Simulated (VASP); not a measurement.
# MgC (P6_3/mmc) in VASP: notebook, part 2 of 2

VASP 6.6.1. Earlier steps stand in the parts before.

## (4) Single point, PBE

This run uses another cell than the first one, of 12.21 Å³/atom, 0.987 times its volume.

The input, INCAR:

```
SYSTEM = MgC
PREC = Accurate
ENCUT = 520
EDIFF = 1E-6
ISMEAR = 0
SIGMA = 0.1
LREAL = .False.
LASPH = .True.
NELM = 100
ALGO = Normal
ISIF = 2
LWAVE = .False.
LCHARG = .True.
GGA = PE
LELF = .True.
LVHAR = .True.
NBANDS = 22
```

The input, KPOINTS:

```
regular mesh
0
Gamma
  6 6 2
  0 0 0
```

The input, POSCAR:

```
MgC
1.0
    3.2467629500      0.0000000000      0.0000000000
   -1.6233814800      2.8117792000      0.0000000000
    0.0000000000      0.0000000000     10.6986659300
Mg C
4 4
Direct
    0.0000000000      0.0000000000      0.0000000000
    0.3333333300      0.6666666700      0.2500000000
    0.0000000000      0.0000000000      0.5000000000
    0.6666666700      0.3333333300      0.7500000000
    0.6666666700      0.3333333300      0.1250000000
    0.6666666700      0.3333333300      0.3750000000
    0.3333333300      0.6666666700      0.6250000000
    0.3333333300      0.6666666700      0.8750000000
```

Potentials or basis: VASP PAW PBE potentials, release 64 (Mg, C).

Launch:

```bash
$ cat potpaw_PBE.64/Mg/POTCAR potpaw_PBE.64/C/POTCAR > POTCAR
$ mpirun -np 1 vasp_std > vasp.out
```

OUTCAR:

```text
SYSTEM = MgC
   PREC = Accurate
   ENCUT = 520
   EDIFF = 1E-6
   ISMEAR = 0
   LREAL = .False.
   LASPH = .True.
   NELM = 100
   ISIF = 2
   GGA = PE

 ion  position               nearest neighbor table
   1  0.000  0.000  0.000-   5 2.30   8 2.30   5 2.30   8 2.30   5 2.30   8 2.30   2 3.27   4 3.27
                             2 3.27   4 3.27   4 3.27   2 3.27
   2  0.333  0.667  0.250-   5 2.30   6 2.30   5 2.30   6 2.30   5 2.30   6 2.30   1 3.27   3 3.27
                             1 3.27   3 3.27   1 3.27   3 3.27
   3  0.000  0.000  0.500-   6 2.30   7 2.30   6 2.30   7 2.30   6 2.30   7 2.30   2 3.27   4 3.27
                             2 3.27   4 3.27   4 3.27   2 3.27
   4  0.667  0.333  0.750-   7 2.30   8 2.30   7 2.30   8 2.30   7 2.30   8 2.30   1 3.27   3 3.27
                             1 3.27   3 3.27   1 3.27   3 3.27
   5  0.667  0.333  0.125-   2 2.30   1 2.30   2 2.30   1 2.30   1 2.30   2 2.30
   6  0.667  0.333  0.375-   2 2.30   3 2.30   2 2.30   3 2.30   3 2.30   2 2.30
   7  0.333  0.667  0.625-   4 2.30   3 2.30   4 2.30   3 2.30   3 2.30   4 2.30
   8  0.333  0.667  0.875-   4 2.30   1 2.30   4 2.30   1 2.30   1 2.30   4 2.30

  LATTYP: Found a hexagonal cell.
 ALAT       =     3.2467629500
 C/A-ratio  =     3.2951792585

  Lattice vectors:

 A1 = (   3.2467629500,   0.0000000000,   0.0000000000)
 A2 = (  -1.6233814800,   2.8117792000,   0.0000000000)
 A3 = (   0.0000000000,   0.0000000000,  10.6986659300)

Analysis of symmetry for initial positions (statically):
[... 35 lines left out ...]
                                     Primitive cell

  volume of cell :      97.6701

  direct lattice vectors                    reciprocal lattice vectors
     3.246762950  0.000000000  0.000000000     0.307999080  0.177823352  0.000000000
    -1.623381480  2.811779200  0.000000000     0.000000000  0.355646702  0.000000000
     0.000000000  0.000000000 10.698665930     0.000000000  0.000000000  0.093469598

  length of vectors
     3.246762950  3.246762957 10.698665930     0.355646703  0.355646702  0.093469598

  position of ions in fractional coordinates (direct lattice)
     0.000000000  0.000000000  0.000000000
     0.333333330  0.666666670  0.250000000
     0.000000000  0.000000000  0.500000000
     0.666666670  0.333333330  0.750000000
     0.666666670  0.333333330  0.125000000
     0.666666670  0.333333330  0.375000000
     0.333333330  0.666666670  0.625000000
     0.333333330  0.666666670  0.875000000

  ion indices of the primitive-cell ions
   primitive index   ion index
                 1           1
                 2           2
                 3           3
                 4           4
                 5           5
                 6           6
                 7           7
                 8           8

----------------------------------------------------------------------------------------

 KPOINTS: regular mesh

Automatic generation of k-mesh.
 Grid dimensions read from file:
 generate k-points for:    6    6    2

 Generating k-lattice:

  Cartesian coordinates                     Fractional coordinates (reciprocal lattice)
     0.051333180  0.029637225  0.000000000     0.166666667  0.000000000  0.000000000
     0.000000000  0.059274450  0.000000000     0.000000000  0.166666667  0.000000000
     0.000000000  0.000000000  0.046734799     0.000000000  0.000000000  0.500000000

  Length of vectors
     0.059274451  0.059274450  0.046734799

  Shift w.r.t. Gamma in fractional coordinates (k-lattice)
     0.000000000  0.000000000  0.000000000

 Subroutine IBZKPT returns following result:
 ===========================================

 Found     14 irreducible k-points:

 Following reciprocal coordinates:
            Coordinates               Weight
  0.000000  0.000000  0.000000      1.000000
  0.166667 -0.000000  0.000000      6.000000
  0.333333  0.000000  0.000000      6.000000
  0.500000  0.000000  0.000000      3.000000
  0.166667  0.166667  0.000000      6.000000
  0.333333  0.166667  0.000000     12.000000
  0.333333  0.333333  0.000000      2.000000
  0.000000  0.000000  0.500000      1.000000
  0.166667 -0.000000  0.500000      6.000000
  0.333333  0.000000  0.500000      6.000000
  0.500000  0.000000  0.500000      3.000000
  0.166667  0.166667  0.500000      6.000000
  0.333333  0.166667  0.500000     12.000000
  0.333333  0.333333  0.500000      2.000000
   k-points           NKPTS =     14   k-points in BZ     NKDIM =     14   number of bands    NBANDS=     22
   number of dos      NEDOS =    301   number of ions     NIONS =      8
   total plane-waves  NPLWV =  46080
   dimension x,y,z NGX =    24 NGY =   24 NGZ =   80
   dimension x,y,z NGXF=    48 NGYF=   48 NGZF=  160
   ions per type =               4   4
   NGX,Y,Z   is equivalent  to a cutoff of  12.29, 12.29, 12.43 a.u.
   NGXF,Y,Z  is equivalent  to a cutoff of  24.58, 24.58, 24.86 a.u.
 SYSTEM =  MgC
   PREC   = accura    normal or accurate (medium, high low for compatibility)
   ISTART =      0    job   : 0-new  1-cont  2-samecut
   ICHARG =      2    charge: 1-file 2-atom 10-const
   ISPIN  =      1    spin polarized calculation?
   LNONCOLLINEAR =      F non collinear calculations
   LSORBIT =      F    spin-orbit coupling
   LASPH  =      T    aspherical Exc in radial PAW
   ENCUT  =  520.0 eV  38.22 Ry    6.18 a.u.   6.04  6.04 19.89*2*pi/ulx,y,z
   NELM   =    100;   NELMIN=  2; NELMDL= -5     # of ELM steps
   EDIFF  = 0.1E-05   stopping-criterion for ELM
   LREAL  =      F    real-space projection
   EDIFFG = 0.1E-04   stopping-criterion for IOM
   NSW    =      0    number of steps for IOM
   IBRION =     -1    ionic relax: 0-MD 1-quasi-New 2-CG
   NFREE  =      0    steps in history (QN), initial steepest desc. (CG)
   ISIF   =      2    stress and relaxation
   ISYM   =      2    0-nonsym 1-usesym 2-fastsym
   POTIM  = 0.5000    time-step for ionic-motion
   TEBEG  =    0.0;   TEEND  =   0.0 temperature during run
   PSTRESS=    0.0 pullay stress
   NELECT =      24.0000    total number of electrons
   NUPDOWN=      -1.0000    fix difference up-down
   EMIN   =  10.00;   EMAX   =-10.00  energy-range for DOS
   EFERMI =   0.00;   METHOD = LEGACY
   ISMEAR =     0;   SIGMA  =   0.10  broadening in eV -4-tet -1-fermi 0-gaus
   EFERMI_NEDOS =   21; number of points for ismear=-14 and -15
   IALGO  =     38    algorithm
   IMIX   =      4    mixing-type and parameters
     AMIX     =   0.40;   BMIX     =  1.00
     AMIX_MAG =   1.60;   BMIX_MAG =  1.00
  volume/ion in A,a.u.               =      12.21        82.39
  Fermi-wavevector in a.u.,A,eV,Ry     =   1.025396  1.937717 14.305656  1.051436
  Thomas-Fermi vector in A             =   2.159234
   LORBIT       =      0    0 simple, 1 ext, 2 COOP (PROOUT), +10 PAW based schemes
   GGA     = PE    functional components
   LHFCALC =     F    Hartree Fock is set to
   AEXX    =    0.0000 exact exchange contribution
   IVDW    =     0    specifies the selected vdW correction
   LEPSILON=     F    determine dielectric tensor
   LRPA    =     F    only Hartree local field effects (RPA)
 non-spin polarized calculation
 Gauss-broadening in eV      SIGMA  =   0.10
  energy-cutoff  :      520.00
  volume of cell :       97.67
 maximum number of plane-waves:      2676
   NGX = 13   NGY = 13   NGZ = 39

 number of electron      23.9999999 magnetization

 Free energy of the ion-electron system (eV)
  ---------------------------------------------------
  ext. energy  EPLUGINS =         0.00000000
  ---------------------------------------------------
  free energy    TOTEN  =       -33.33927468 eV

  energy without entropy =      -33.31939194  energy(sigma->0) =      -33.32933331

 E-fermi :   3.4241     XC(G=0): -10.2616

 val. band max:        3.4118867552   @ k =   0.3333   0.0000   0.5000
 cond. band min:       3.4977577654   @ k =   0.3333   0.0000   0.0000
 fundamental gap:      0.0858710102
 Fermi energy:         3.4240821198

 k-point     1 :       0.0000    0.0000    0.0000
  band No.  band energies     occupation
      1      -8.2878      2.00000
      2      -7.4107      2.00000
      3      -7.2304      2.00000
      4      -5.6784      2.00000
      5      -1.2932      2.00000
      6       1.6982      2.00000
[... 324 lines left out ...]
      6       0.2136      2.00000
[... 14 lines left out ...]
     21      13.4641      0.00000
     22      13.4752      0.00000

------------------------ aborting loop because EDIFF is reached ----------------------------------------

  FORCE on cell =-STRESS in cart. coord.  units (eV):
  Direction    XX          YY          ZZ          XY          YZ          ZX
  --------------------------------------------------------------------------------------
  -------------------------------------------------------------------------------------
  Total        2.5556836      2.5556836     -6.9749117     -0.0000000      0.0000000      0.0000000
  in kB       41.9233754     41.9233755   -114.4162938     -0.0000001      0.0000000      0.0000000
  external PRESSURE =     -10.1898476 kB  Pullay stress =       0.0000000 kB

 VOLUME and BASIS-vectors are now :
 -----------------------------------------------------------------------------
  energy-cutoff  :      520.00
  volume of cell :       97.67
      direct lattice vectors                 reciprocal lattice vectors
     3.246762950  0.000000000  0.000000000     0.307999080  0.177823352  0.000000000
    -1.623381480  2.811779200  0.000000000     0.000000000  0.355646702  0.000000000
     0.000000000  0.000000000 10.698665930     0.000000000  0.000000000  0.093469598

 POSITION                                       TOTAL-FORCE (eV/Angst)
 -----------------------------------------------------------------------------------
      0.00000      0.00000      0.00000        -0.000000     -0.000000     -0.000000
     -0.00000      1.87452      2.67467        -0.000000     -0.000000     -0.000000
      0.00000      0.00000      5.34933        -0.000000     -0.000000     -0.000000
      1.62338      0.93726      8.02400        -0.000000     -0.000000     -0.000000
      1.62338      0.93726      1.33733        -0.000000     -0.000000      0.965821
      1.62338      0.93726      4.01200         0.000000     -0.000000     -0.965821
     -0.00000      1.87452      6.68667         0.000000      0.000000      0.965821
     -0.00000      1.87452      9.36133        -0.000000     -0.000000     -0.965821
 -----------------------------------------------------------------------------------
    total drift:                                0.000000     -0.000000     -0.000000

  FREE ENERGIE OF THE ION-ELECTRON SYSTEM (eV)
  ---------------------------------------------------
  free  energy   TOTEN  =       -33.3392746832 eV

  energy  without entropy=      -33.3193919387  energy(sigma->0) =      -33.32933331
```

Run time: 29 s. Hardware: 1 thread of Intel Xeon Platinum 8259CL at 2.50GHz (Skylake/Cascade Lake), shared host; peak memory 0.2 GiB.

Results:

* Free energy: -33.3393 eV
* Pressure: -1.0 GPa
* Largest force: 0.966 eV/Å
* Band gap on the k mesh: zero (band 12 reaches 4.72 eV, above the bottom of band 13 at 1.99 eV)

Forces in eV/Å, atoms in the order of the input:
```
Mg   0.000  0.000  0.000
Mg   0.000  0.000  0.000
Mg   0.000  0.000  0.000
Mg   0.000  0.000  0.000
C    0.000  0.000  0.966
C    0.000  0.000 -0.966
C    0.000  0.000  0.966
C    0.000  0.000 -0.966
```

Stress tensor (GPa, compression positive):
```
  4.19   0.00   0.00
  0.00   4.19   0.00
  0.00   0.00 -11.44
```

Caveat: the k points lie up to 0.37 Å⁻¹ apart.

## (5) The runs side by side

| task | cell | k mesh | cutoff (eV) | gap on the mesh (eV) | pressure (GPa) | largest force (eV/Å) |
| --- | --- | --- | --- | --- | --- | --- |
| single point | a = 3.549, b = 3.549, c = 9.072 Å, angles 90.0, 90.0, 120.0°, 8 atoms | 12 × 12 × 4 | 520 | none | -0.1 | 0.08 |
| relaxation of cell and atoms | relaxed from a = 3.550, b = 3.550, c = 9.052 Å, angles 90.0, 90.0, 120.0°, 8 atoms | 12 × 12 × 4 | 600 | none | 0.1 | 0.01 |
| single point | a = 3.247, b = 3.247, c = 10.699 Å, angles 90.0, 90.0, 120.0°, 8 atoms | 6 × 6 × 2 | 520 | none | -1.0 | 0.97 |

Alike in all rows: level PBE; potentials or basis VASP PAW PBE potentials, release 64 (Mg, C); no spin polarisation; smearing gaussian 0.1 eV.

Caveats: some runs use coarse meshes.

Absolute energies hang on the potentials; compare differences alone.
